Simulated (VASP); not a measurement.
# MoS2 (P6_3/mmc) in VASP: a series of runs, part 2 of 2

VASP 6.6.1.

## Step 3: Relaxation of cell and atoms, PBEsol, target pressure 5.6 GPa, at which the enthalpy is minimised

This run uses another cell than the first one, of 17.86 Å³/atom.

INCAR reads:

```
SYSTEM = MoS2
PREC = Accurate
ENCUT = 600
EDIFF = 1E-6
ISMEAR = 0
SIGMA = 0.1
LREAL = .False.
LASPH = .True.
NELM = 80
ALGO = Normal
ISIF = 3
LWAVE = .False.
LCHARG = .False.
GGA = PS
IBRION = 2
NSW = 80
EDIFFG = -0.05
PSTRESS = 56.0
```

KPOINTS reads:

```
Automatic mesh
0
Gamma
  9 9 2
  0 0 0
```

POSCAR reads:

```
MoS2
1.0
    3.1690000000      0.0000000000      0.0000000000
   -1.5845000000      2.7444345046      0.0000000000
    0.0000000000      0.0000000000     12.3240000000
Mo S
2 4
Direct
    0.3333333333      0.6666666667      0.2500000000
    0.6666666667      0.3333333333      0.7500000000
    0.3333333333      0.6666666667      0.6230000000
    0.6666666667      0.3333333333      0.1230000000
    0.3333333333      0.6666666667      0.8770000000
    0.6666666667      0.3333333333      0.3770000000
```

Potentials or basis: VASP PAW PBE potentials, release 64 (Mo_sv, S).

The run is started by

```
$ cat potpaw_PBE.64/Mo_sv/POTCAR potpaw_PBE.64/S/POTCAR > POTCAR
$ mpirun -np 1 vasp_std > vasp.out
```

OUTCAR:

```text
SYSTEM = MoS2
   PREC = Accurate
   ENCUT = 600
   EDIFF = 1E-6
   ISMEAR = 0
   LREAL = .False.
   LASPH = .True.
   NELM = 80
   ISIF = 3
   GGA = PS
   IBRION = 2
   NSW = 80
   EDIFFG = -0.05
   PSTRESS = 56.0

 ion  position               nearest neighbor table
   1  0.333  0.667  0.250-   4 2.41   6 2.41   4 2.41   6 2.41   4 2.41   6 2.41
   2  0.667  0.333  0.750-   3 2.41   5 2.41   3 2.41   5 2.41   3 2.41   5 2.41
   3  0.333  0.667  0.623-   2 2.41   2 2.41   2 2.41
   4  0.667  0.333  0.123-   1 2.41   1 2.41   1 2.41
   5  0.333  0.667  0.877-   2 2.41   2 2.41   2 2.41
   6  0.667  0.333  0.377-   1 2.41   1 2.41   1 2.41

  LATTYP: Found a hexagonal cell.
 ALAT       =     3.1690000000
 C/A-ratio  =     3.8889239508

  Lattice vectors:

 A1 = (   3.1690000000,   0.0000000000,   0.0000000000)
 A2 = (  -1.5845000000,   2.7444345046,   0.0000000000)
 A3 = (   0.0000000000,   0.0000000000,  12.3240000000)

[... 306 lines left out ...]

  enthalpy is  TOTEN    =       -43.2788468970 eV   P V=        3.5754571726

[... ionic steps 4 to 8 ...]

--------------------------------------- Ionic step        9  -------------------------------------------

 number of electron      52.0000005 magnetization

------------------------ aborting loop because EDIFF is reached ----------------------------------------
[... 79 lines left out ...]
--------------------------------------- Ionic step       11  -------------------------------------------

 number of electron      52.0000005 magnetization

 Free energy of the ion-electron system (eV)
  ---------------------------------------------------
  ext. energy  EPLUGINS =         0.00000000
  ---------------------------------------------------
  free energy    TOTEN  =       -46.75623729 eV

  energy without entropy =      -46.75623697  energy(sigma->0) =      -46.75623713

 E-fermi :   9.3309     XC(G=0): -11.6403

 val. band max:        9.0524291662   @ k =   0.0000   0.0000   0.0000
 cond. band min:       9.6490471919   @ k =   0.2222   0.1111   0.0000
 fundamental gap:      0.5966180257
 Fermi energy:         9.3309199648

 k-point     1 :       0.0000    0.0000    0.0000
  band No.  band energies     occupation
      1     -52.4975      2.00000
      2     -52.4975      2.00000
      3     -26.7440      2.00000
      4     -26.7436      2.00000
      5     -26.4261      2.00000
      6     -26.4261      2.00000
[... 842 lines left out ...]
  energy  without entropy=      -46.7562369676  energy(sigma->0) =      -46.75623713

  enthalpy is  TOTEN    =       -43.3895971701 eV   P V=        3.3666401150

 reached required accuracy - stopping structural energy minimisation
```

Wall time 8.6 min (1 thread of AMD EPYC 9R45 (Zen 5), shared host); peak memory 0.29 GiB.

Results:

```
Free energy                                                : -46.7562 eV
Relaxed volume                                             : 16.05 Å³/atom
Relaxed cell                                               : a = 3.097 Å, b = 3.097 Å, c = 11.598 Å, α = 90.00°, β = 90.00°, γ = 120.00°
Space group after relaxing (to 0.1 Å)                      : P6_3/mmc (No. 194)
Energy change on relaxing (the run minimises the enthalpy) : +20.7 meV/atom
Ionic steps                                                : 11
Pressure after relaxing                                    : 5.6 GPa
Largest force after relaxing                               : 0.015 eV/Å
Band gap on the k mesh                                     : 0.60 eV (least direct gap 1.83 eV)
```

Forces in eV/Å, atoms in the order of the input:
```
Mo   0.000  0.000  0.000
Mo   0.000  0.000  0.000
S    0.000  0.000  0.015
S    0.000  0.000  0.015
S    0.000  0.000 -0.015
S    0.000  0.000 -0.015
```

The path:
```
step  energy change (eV)  largest force (eV/Å)  pressure (GPa)  volume (Å³)
   1              0.0000                0.3121           -2.99       107.18
   2              0.9680                2.7410           27.24        93.01
   3              0.0264                0.5484            4.97       102.29
   4              0.0310                0.5741            5.23       102.16
   5              0.0459                0.2481            5.36       100.58
   6              0.0616                0.1417            5.42       100.06
   7              0.0685                0.1238            5.52        99.06
   8              0.1220                0.0634            6.16        96.42
   9              0.1332                0.0517            6.28        96.09
  10              0.1018                0.2786            3.19        97.27
  11              0.1245                0.0153            5.65        96.32
```

Final structure:
```
Mo S
1.0
     3.09679    0.00000    0.00000
    -1.54840    2.68190    0.00000
     0.00000    0.00000   11.59750
Mo S
2 4
Cartesian
  0.0000 1.7879 2.8994
  1.5484 0.8940 8.6981
  0.0000 1.7879 7.1332
  1.5484 0.8940 1.3344
  0.0000 1.7879 10.2631
  1.5484 0.8940 4.4643
```

Caveat: the cell is relaxed towards a set pressure, so the run minimises the enthalpy, not the energy; semilocal functionals underestimate gaps, and a narrow one can read as zero; the PAW data sets were made with another functional, which shifts forces and pressure a little.

## Step 4: Single point, PBEsol

INCAR reads:

```
PREC = Accurate
ENCUT = 520
EDIFF = 1E-6
ISMEAR = 0
SIGMA = 0.01
LREAL = F
LASPH = T
NELM = 60
ALGO = Normal
ISIF = 2
LWAVE = F
LCHARG = T
GGA = PS
LELF = T
LVHAR = T
NBANDS = 35
```

KPOINTS reads:

```
Automatic mesh
0
Gamma
  15 15 4
```

POSCAR reads:

```
MoS2
1.0
    3.0974912702      0.0000000000      0.0000000000
   -1.5487456351      2.6825061280      0.0000000000
    0.0000000000      0.0000000000     11.6003603053
Mo S
2 4
Direct
    0.3333333333      0.6666666667      0.2500000000
    0.6666666667      0.3333333333      0.7500000000
    0.3333333333      0.6666666667      0.6151513238
    0.6666666667      0.3333333333      0.1151513238
    0.3333333333      0.6666666667      0.8848486762
    0.6666666667      0.3333333333      0.3848486762
```

The run is started by

```
$ cat potpaw_PBE.64/Mo_sv/POTCAR potpaw_PBE.64/S/POTCAR > POTCAR
$ mpirun -np 1 vasp_std > vasp.out
```

It took 2.7 min on 1 thread of AMD EPYC 9R45 (Zen 5), shared host; peak memory 0.32 GiB.

The run converged. Its results:

```
Free energy            : -46.7539 eV
Pressure               : 5.6 GPa
Largest force          : 0.003 eV/Å
Band gap on the k mesh : 0.52 eV (least direct gap 1.83 eV)
```

Forces in eV/Å, atoms in the order of the input:
```
Mo   0.000  0.000  0.000
Mo   0.000  0.000  0.000
S    0.000  0.000  0.003
S    0.000  0.000  0.003
S    0.000  0.000 -0.003
S    0.000  0.000 -0.003
```

Levels at points of the mesh, in eV from the valence-band top:
```csv
k point,band 24,band 25,band 26,band 27,band 28,band 29
"(0.00, 0.00, 0.00)",-1.67,-0.91,0.00,2.03,2.03,2.09
"(0.00, 0.00, 0.50)",-2.32,-0.25,-0.25,2.03,2.03,2.03
```

Caveat: the cell stands under pressure; semilocal functionals underestimate gaps, and a narrow one can read as zero; the PAW data sets were made with another functional, which shifts forces and pressure a little. A k mesh can miss the band edges.

## Step 5: Overview

| task | cell | k mesh | cutoff (eV) | smearing | gap on the mesh (eV) | pressure (GPa) | largest force (eV/Å) |
| --- | --- | --- | --- | --- | --- | --- | --- |
| relaxation of cell and atoms | relaxed to 5.6 GPa from a = 3.098, b = 3.098, c = 11.572 Å, angles 90.0, 90.0, 120.0°, 6 atoms, atomic positions A | 9 × 9 × 2 | 600 | gaussian 0.1 eV | 0.58 | 5.5 | 0.04 |
| relaxation of cell and atoms | relaxed to 5.6 GPa from a = 3.169, b = 3.169, c = 12.324 Å, angles 90.0, 90.0, 120.0°, 6 atoms, atomic positions B | 9 × 9 × 2 | 600 | gaussian 0.1 eV | 0.60 | 5.6 | 0.02 |
| single point | a = 3.097, b = 3.097, c = 11.600 Å, angles 90.0, 90.0, 120.0°, 6 atoms, atomic positions C | 15 × 15 × 4 | 520 | gaussian 0.01 eV | 0.52 | 5.6 | - |

Alike in all rows: level PBEsol; potentials or basis VASP PAW PBE potentials, release 64 (Mo_sv, S); no spin polarisation.

Caveats: semilocal functionals underestimate gaps, and a narrow one can read as zero; the PAW data sets were made with another functional, which shifts forces and pressure a little; the cell is relaxed towards a set pressure, so the run minimises the enthalpy, not the energy (at least some runs); the relaxation stopped at its first step, so nothing moved (at least some runs); the relaxation stopped at a loose force limit of 0.05 eV/Å, so its end isn't a converged minimum (at least some runs); the cell stands under pressure (at least some runs).

Total energies depend on the potentials used, so only differences within one code and one set of settings carry meaning.
